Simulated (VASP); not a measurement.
# GaN (F-43m) in VASP: a series of runs, part 2 of 2

VASP 6.6.1.

### Step 4. Single point, r2SCAN (volume scaled by 1.06)

POSCAR reads:

```
GaN
1.0
    0.0000000000      2.2930447481      2.2930447481
    2.2930447481      0.0000000000      2.2930447481
    2.2930447481      2.2930447481      0.0000000000
Ga N
1 1
Direct
    0.0000000000      0.0000000000      0.0000000000
    0.7500000000      0.7500000000      0.7500000000
```

INCAR.step1 reads:

```
SYSTEM = GaN
ALGO = Normal
EDIFF = 1E-4
ENCUT = 520
GGA = PE
ISMEAR = 0
LASPH = .TRUE.
LCHARG = .FALSE.
LREAL = .FALSE.
LWAVE = .TRUE.
NBANDS = 16
NELM = 80
PREC = Accurate
SIGMA = 0.02
```

INCAR.step2 reads:

```
SYSTEM = GaN
ALGO = Normal
EDIFF = 1E-6
ENCUT = 520
ISIF = 2
ISMEAR = 0
ISTART = 1
LASPH = .TRUE.
LCHARG = .TRUE.
LELF = .TRUE.
LMIXTAU = .TRUE.
LREAL = .FALSE.
LVHAR = .TRUE.
LWAVE = .FALSE.
METAGGA = R2SCAN
NBANDS = 16
NELM = 80
PREC = Accurate
SIGMA = 0.02
```

KPOINTS reads:

```
k-points
0
G
  10 10 10
  0 0 0
```

Potentials or basis: VASP PAW PBE potentials, release 64 (Ga_d, N).

Started as:

```
$ cat potpaw_PBE.64/Ga_d/POTCAR potpaw_PBE.64/N/POTCAR > POTCAR
$ cp INCAR.step1 INCAR
$ mpirun -np 1 vasp_std > vasp.out
$ cp INCAR.step2 INCAR
$ mpirun -np 1 vasp_std > vasp.out
```

OUTCAR:

```text
SYSTEM = GaN
   EDIFF = 1E-6
   ENCUT = 520
   ISIF = 2
   ISMEAR = 0
   ISTART = 1
   LASPH = .TRUE.
   LREAL = .FALSE.
   METAGGA = R2SCAN
   NELM = 80
   PREC = Accurate

 ion  position               nearest neighbor table
   1  0.000  0.000  0.000-   2 1.99   2 1.99   2 1.99   2 1.99
   2  0.750  0.750  0.750-   1 1.99   1 1.99   1 1.99   1 1.99

  LATTYP: Found a face centered cubic cell.
 ALAT       =     4.5860894962

  Lattice vectors:

 A1 = (   0.0000000000,   2.2930447481,   2.2930447481)
 A2 = (   2.2930447481,   0.0000000000,   2.2930447481)
 A3 = (   2.2930447481,   2.2930447481,   0.0000000000)

Analysis of symmetry for initial positions (statically):
[... 5 lines left out ...]
 face centered cubic supercell.

 Subroutine GETGRP returns: Found 24 space group operations
 (whereof 24 operations were pure point group operations)
 out of a pool of 48 trial point group operations.

The static configuration has the point symmetry T_d .

Analysis of symmetry for dynamics (positions and initial velocities):
[... 5 lines left out ...]
 face centered cubic supercell.

 Subroutine GETGRP returns: Found 24 space group operations
 (whereof 24 operations were pure point group operations)
 out of a pool of 48 trial point group operations.

The dynamic configuration has the point symmetry T_d .

 Subroutine INISYM returns: Found 24 space group operations
 (whereof 24 operations are pure point group operations),
 and found     1 'primitive' translations

----------------------------------------------------------------------------------------

                                     Primitive cell

  volume of cell :      24.1139

  direct lattice vectors                    reciprocal lattice vectors
     0.000000000  2.293044748  2.293044748    -0.218050695  0.218050695  0.218050695
     2.293044748  0.000000000  2.293044748     0.218050695 -0.218050695  0.218050695
     2.293044748  2.293044748  0.000000000     0.218050695  0.218050695 -0.218050695

  length of vectors
     3.242854982  3.242854982  3.242854982     0.377674882  0.377674882  0.377674882

  position of ions in fractional coordinates (direct lattice)
     0.000000000  0.000000000  0.000000000
     0.750000000  0.750000000  0.750000000

  ion indices of the primitive-cell ions
   primitive index   ion index
                 1           1
                 2           2

----------------------------------------------------------------------------------------

 KPOINTS: k-points

Automatic generation of k-mesh.
 Grid dimensions read from file:
 generate k-points for:   10   10   10

 Generating k-lattice:

  Cartesian coordinates                     Fractional coordinates (reciprocal lattice)
    -0.021805069  0.021805069  0.021805069     0.100000000  0.000000000  0.000000000
     0.021805069 -0.021805069  0.021805069     0.000000000  0.100000000  0.000000000
     0.021805069  0.021805069 -0.021805069     0.000000000  0.000000000  0.100000000

  Length of vectors
     0.037767488  0.037767488  0.037767488

  Shift w.r.t. Gamma in fractional coordinates (k-lattice)
     0.000000000  0.000000000  0.000000000

 Subroutine IBZKPT returns following result:
 ===========================================

 Found     47 irreducible k-points:

 Following reciprocal coordinates:
            Coordinates               Weight
  0.000000  0.000000  0.000000      1.000000
  0.100000  0.000000  0.000000      8.000000
  0.200000  0.000000  0.000000      8.000000
  0.300000  0.000000  0.000000      8.000000
  0.400000  0.000000  0.000000      8.000000
  0.500000  0.000000  0.000000      4.000000
[... 16 lines left out ...]
  0.300000  0.300000  0.000000      6.000000
  0.400000  0.300000  0.000000     24.000000
 [... further k-points ...]
   k-points           NKPTS =     47   k-points in BZ     NKDIM =     47   number of bands    NBANDS=     16
   number of dos      NEDOS =    301   number of ions     NIONS =      2
   total plane-waves  NPLWV =  13824
   dimension x,y,z NGX =    24 NGY =   24 NGZ =   24
   dimension x,y,z NGXF=    48 NGYF=   48 NGZF=   48
   ions per type =               1   1
   NGX,Y,Z   is equivalent  to a cutoff of  12.30, 12.30, 12.30 a.u.
   NGXF,Y,Z  is equivalent  to a cutoff of  24.61, 24.61, 24.61 a.u.
 SYSTEM =  GaN
   PREC   = accura    normal or accurate (medium, high low for compatibility)
   ISTART =      1    job   : 0-new  1-cont  2-samecut
   ICHARG =      0    charge: 1-file 2-atom 10-const
   ISPIN  =      1    spin polarized calculation?
   LNONCOLLINEAR =      F non collinear calculations
   LSORBIT =      F    spin-orbit coupling
   LASPH  =      T    aspherical Exc in radial PAW
   ENCUT  =  520.0 eV  38.22 Ry    6.18 a.u.   6.03  6.03  6.03*2*pi/ulx,y,z
   NELM   =     80;   NELMIN=  2; NELMDL=  0     # of ELM steps
   EDIFF  = 0.1E-05   stopping-criterion for ELM
   LREAL  =      F    real-space projection
   EDIFFG = 0.1E-04   stopping-criterion for IOM
   NSW    =      0    number of steps for IOM
   IBRION =     -1    ionic relax: 0-MD 1-quasi-New 2-CG
   NFREE  =      0    steps in history (QN), initial steepest desc. (CG)
   ISIF   =      2    stress and relaxation
   ISYM   =      2    0-nonsym 1-usesym 2-fastsym
   POTIM  = 0.5000    time-step for ionic-motion
   TEBEG  =    0.0;   TEEND  =   0.0 temperature during run
   PSTRESS=    0.0 pullay stress
   NELECT =      18.0000    total number of electrons
   NUPDOWN=      -1.0000    fix difference up-down
   EMIN   =  10.00;   EMAX   =-10.00  energy-range for DOS
   EFERMI =   0.00;   METHOD = LEGACY
   ISMEAR =     0;   SIGMA  =   0.02  broadening in eV -4-tet -1-fermi 0-gaus
   EFERMI_NEDOS =   21; number of points for ismear=-14 and -15
   IALGO  =     38    algorithm
   IMIX   =      4    mixing-type and parameters
     AMIX     =   0.40;   BMIX     =  1.00
     AMIX_MAG =   1.60;   BMIX_MAG =  1.00
  volume/ion in A,a.u.               =      12.06        81.36
  Fermi-wavevector in a.u.,A,eV,Ry     =   1.485057  2.806351 30.006213  2.205394
  Thomas-Fermi vector in A             =   2.598516
   LORBIT       =      0    0 simple, 1 ext, 2 COOP (PROOUT), +10 PAW based schemes
   METAGGA = R2SCAN    functional components
   LHFCALC =     F    Hartree Fock is set to
   AEXX    =    0.0000 exact exchange contribution
   IVDW    =     0    specifies the selected vdW correction
   LEPSILON=     F    determine dielectric tensor
   LRPA    =     F    only Hartree local field effects (RPA)
 non-spin polarized calculation
 Gauss-broadening in eV      SIGMA  =   0.02
  energy-cutoff  :      520.00
  volume of cell :       24.11
 maximum number of plane-waves:       662
   NGX = 13   NGY = 13   NGZ = 13

 number of electron      17.9999984 magnetization

 Free energy of the ion-electron system (eV)
  ---------------------------------------------------
  ext. energy  EPLUGINS =         0.00000000
  ---------------------------------------------------
  free energy    TOTEN  =       -21.86071912 eV

  energy without entropy =      -21.86071912  energy(sigma->0) =      -21.86071912

 E-fermi :   4.5648     XC(G=0): -12.3304

 val. band max:        4.4655638608   @ k =   0.0000   0.0000   0.0000
 cond. band min:       6.2374466385   @ k =   0.0000   0.0000   0.0000
 fundamental gap:      1.7718827777
 Fermi energy:         4.5647840844

 k-point     1 :       0.0000    0.0000    0.0000
  band No.  band energies     occupation
      1     -11.8299      2.00000
      2      -9.3384      2.00000
      3      -9.3384      2.00000
      4      -9.3384      2.00000
      5      -9.0402      2.00000
      6      -9.0402      2.00000
[... 8 lines left out ...]
     15      23.7746      0.00000
     16      23.7746      0.00000

 k-point     2 :       0.1000    0.0000    0.0000
  band No.  band energies     occupation
      1     -11.7310      2.00000
      2      -9.3263      2.00000
      3      -9.3262      2.00000
      4      -9.2949      2.00000
      5      -9.0411      2.00000
      6      -9.0411      2.00000
[... 8 lines left out ...]
     15      22.4017      0.00000
     16      22.4148      0.00000
[... 387 lines left out ...]
      5      -8.9955      2.00000
      6      -8.5717      2.00000
[... 8 lines left out ...]
     15      26.7743      0.00000
     16      27.0791      0.00000

 k-point    24 :       0.4000    0.3000    0.0000
  band No.  band energies     occupation
      1     -10.9527      2.00000
      2      -9.1985      2.00000
      3      -9.1378      2.00000
      4      -9.1341      2.00000
      5      -8.9870      2.00000
      6      -8.1662      2.00000
[... 8 lines left out ...]
     15      26.9389      0.00000
     16      27.2012      0.00000

 [... further k-points ...]
[... 5 lines left out ...]
  --------------------------------------------------------------------------------------
  -------------------------------------------------------------------------------------
  Total       -1.3677692     -1.3677692     -1.3677692     -0.0000000      0.0000000     -0.0000000
  in kB      -90.8773812    -90.8773812    -90.8773812     -0.0000000      0.0000000     -0.0000000
  external PRESSURE =     -90.8773812 kB  Pullay stress =       0.0000000 kB

 VOLUME and BASIS-vectors are now :
 -----------------------------------------------------------------------------
  energy-cutoff  :      520.00
  volume of cell :       24.11
      direct lattice vectors                 reciprocal lattice vectors
     0.000000000  2.293044748  2.293044748    -0.218050695  0.218050695  0.218050695
     2.293044748  0.000000000  2.293044748     0.218050695 -0.218050695  0.218050695
     2.293044748  2.293044748  0.000000000     0.218050695  0.218050695 -0.218050695

 POSITION                                       TOTAL-FORCE (eV/Angst)
 -----------------------------------------------------------------------------------
      0.00000      0.00000      0.00000        -0.000000     -0.000000     -0.000000
      3.43957      3.43957      3.43957         0.000000      0.000000      0.000000
 -----------------------------------------------------------------------------------
    total drift:                               -0.000015     -0.000015     -0.000015

  FREE ENERGIE OF THE ION-ELECTRON SYSTEM (eV)
  ---------------------------------------------------
  free  energy   TOTEN  =       -21.8607191235 eV

  energy  without entropy=      -21.8607191235  energy(sigma->0) =      -21.86071912
```

It took 29 s on 1 thread of Intel Xeon Platinum 8559C (Emerald Rapids), shared host; peak memory 0.15 GiB.

Results:

- Free energy: -21.8607 eV
- Pressure: -9.1 GPa
- Band gap on the k mesh: 1.77 eV, direct

Levels at points of the mesh, in eV from the valence-band top:
```csv
k point,band 7,band 8,band 9,band 10,band 11,band 12
"(0.00, 0.00, 0.00)",0.00,0.00,0.00,1.77,10.66,10.66
"(0.50, 0.00, 0.00)",-6.82,-0.93,-0.93,4.79,9.16,10.72
"(0.50, 0.50, 0.00)",-6.00,-2.60,-2.60,3.74,6.91,12.19
```

Caveat: the PAW data sets were made with another functional, which shifts forces and pressure a little.

### Step 5. Single point, r2SCAN (volume scaled by 1.06)

POSCAR is that of step 4.

INCAR.step1 reads:

```
SYSTEM = GaN
ALGO = Normal
EDIFF = 1E-5
ENCUT = 910
GGA = PE
GGA_COMPAT = .FALSE.
ISMEAR = 0
LASPH = .TRUE.
LCHARG = .FALSE.
LREAL = .FALSE.
LWAVE = .TRUE.
NBANDS = 16
NELM = 120
PREC = Accurate
SIGMA = 0.02
```

Edit INCAR.step2 of step 4 so:

```diff
@@ -3,3 +3,4 @@
 EDIFF = 1E-6
-ENCUT = 520
+ENCUT = 910
+GGA_COMPAT = .FALSE.
 ISIF = 2
@@ -16,3 +17,3 @@
 NBANDS = 16
-NELM = 80
+NELM = 120
 PREC = Accurate
```

KPOINTS is that of step 4.

Potentials or basis: VASP PAW PBE potentials, release 64 (Ga_d, N_h).

Started as:

```
$ cat potpaw_PBE.64/Ga_d/POTCAR potpaw_PBE.64/N_h/POTCAR > POTCAR
$ cp INCAR.step1 INCAR
$ mpirun -np 1 vasp_std > vasp.out
$ cp INCAR.step2 INCAR
$ mpirun -np 1 vasp_std > vasp.out
```

Run time: 70 s. Hardware: 1 thread of Intel Xeon Platinum 8488C (Sapphire Rapids), shared host; peak memory 0.21 GiB.

Results (log left out):

```yaml
Free_energy: -21.8597 eV
Pressure: -9.2 GPa
Band_gap_on_the_k_mesh: 1.77 eV, direct
```

Levels at points of the mesh, in eV from the valence-band top:
| k point | band 5 | band 6 | band 7 | band 8 | band 9 | band 10 | band 11 | band 12 | band 13 | band 14 |
| --- | --- | --- | --- | --- | --- | --- | --- | --- | --- | --- |
| (0.00, 0.00, 0.00) | -13.51 | -13.51 | 0.00 | 0.00 | 0.00 | 1.77 | 10.66 | 10.66 | 10.66 | 17.82 |
| (0.50, 0.00, 0.00) | -13.47 | -12.39 | -6.82 | -0.93 | -0.93 | 4.79 | 9.16 | 10.72 | 10.72 | 16.03 |
| (0.50, 0.50, 0.00) | -13.44 | -12.00 | -6.00 | -2.60 | -2.60 | 3.74 | 6.91 | 12.18 | 14.37 | 14.37 |

Caveat: the cutoff is under 1.25 times the usual one of these potentials, so pressure, stress and relaxed cells hold a basis-set (Pulay) error; the PAW data sets were made with another functional, which shifts forces and pressure a little.

### Step 6. The runs side by side

```tsv
potentials or basis	cell	cutoff (eV)	second run	gap on the mesh (eV)	pressure (GPa)
VASP PAW PBE potentials, release 64 (Ga_d, N)	a = 3.180 Å, angles 60.0°, 2 atoms	520	-	2.16	1.1
VASP PAW PBE potentials, release 64 (Ga_d, N)	a = 3.212 Å, angles 60.0°, 2 atoms	520	-	1.96	-4.5
VASP PAW PBE potentials, release 64 (Ga_d, N)	a = 3.243 Å, angles 60.0°, 2 atoms	520	-	1.77	-9.1
VASP PAW PBE potentials, release 64 (Ga_d, N_h)	a = 3.243 Å, angles 60.0°, 2 atoms	910	hard_potentials	1.77	-9.2
```

Alike in all rows: task single point; level r2SCAN; no spin polarisation; k mesh 10 × 10 × 10; smearing gaussian 0.02 eV.

Caveats: the PAW data sets were made with another functional, which shifts forces and pressure a little; the cutoff is under 1.25 times the usual one of these potentials, so pressure, stress and relaxed cells hold a basis-set (Pulay) error (some runs).

Absolute energies hang on the potentials; compare differences alone.
